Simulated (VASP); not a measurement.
Rb2AlH4:

```
CELL_PARAMETERS angstrom
5.39212 0.00000 0.00000
-2.69606 4.66971 0.00000
0.00000 0.00000 4.88191
ATOMIC_POSITIONS crystal
Rb 0.33333 0.66667 0.50000
Rb 0.66667 0.33333 0.50000
Al 0.00000 0.00000 0.00000
H 0.33333 0.66667 0.13883
H 0.66667 0.33333 0.13883
H 0.66667 0.33333 0.86117
H 0.33333 0.66667 0.86117
```

The cell was generated, and may not be a known phase.

| Quantity | Value |
| --- | --- |
| Program | VASP 6.6.1 |
| Task | relaxation of cell and atoms |
| Functional | PBE |
| Potentials or basis | VASP PAW PBE potentials, release 64 (Rb_sv, Al, H) |
| Cutoff | 600 eV |
| k mesh | 6 × 6 × 4 |
| Occupations | gaussian, width 0.1 eV |
| Spin | no spin polarisation |

At the start: pressure 9.4 GPa; volume 17.56 Å³/atom.

Task: Where does the relaxation end?

Result: Over 34 steps the energy falls by 976.4 meV/atom and the volume is 33.49 Å³/atom (+90.7 %); space group P6/mmm (No. 191, to 0.1 Å) before and after.

Step by step:
```tsv
step	energy change (eV)	largest force (eV/Å)	pressure (GPa)	volume (Å³)
1	0.0000	4.2326	9.41	122.92
2	-4.2834	3.7562	1.67	141.70
3	-4.7930	11.0008	5.58	168.82
4	-5.8351	2.5260	1.20	149.89
5	-6.0839	3.4710	3.15	161.70
6	-6.2895	0.4741	1.73	155.72
7	-6.3105	0.4520	2.05	157.48
8	-6.3093	0.0556	1.91	156.77
9	-6.3620	0.6671	1.20	163.18
10	-6.3709	1.1539	0.74	168.39
11	-6.3921	1.1062	0.70	170.31
12	-6.4514	0.9599	0.64	176.14
13	-6.5580	0.6512	0.64	188.19
14	-6.7134	0.2578	0.58	213.84
15	-6.5214	3.6144	0.68	271.68
16	-6.7320	1.0731	0.60	228.21
17	-6.7689	0.7309	0.33	238.45
18	-6.7967	0.1517	-0.08	258.32
19	-6.7967	0.1200	-0.11	259.51
20	-6.7993	0.0890	-0.10	258.36
21	-6.8060	0.0017	-0.10	254.91
22	-6.8153	0.1749	-0.08	248.11
23	-6.8161	0.4941	-0.01	234.82
24	-6.8190	0.3142	-0.05	241.84
25	-6.8221	0.2196	0.00	240.45
26	-6.8262	0.0764	0.15	236.32
27	-6.8270	0.0610	0.15	236.18
28	-6.8290	0.0152	0.14	235.75
29	-6.8317	0.0749	0.13	234.88
30	-6.8313	0.2503	0.11	233.11
31	-6.8325	0.1474	0.12	234.12
32	-6.8337	0.0354	0.16	234.08
33	-6.8340	0.0443	0.18	234.05
34	-6.8346	0.0294	0.18	234.46
```

Final structure:
```
CELL_PARAMETERS angstrom
6.65791 0.00000 0.00000
-3.32896 5.76592 0.00000
0.00000 0.00000 6.10758
ATOMIC_POSITIONS crystal
Rb 0.33333 0.66667 0.50000
Rb 0.66667 0.33333 0.50000
Al 0.00000 0.00000 0.00000
H 0.33333 0.66667 0.06085
H 0.66667 0.33333 0.06085
H 0.66667 0.33333 0.93915
H 0.33333 0.66667 0.93915
```

Caveat: the volume moved by over 15 % at a fixed basis, so the end points are rough.
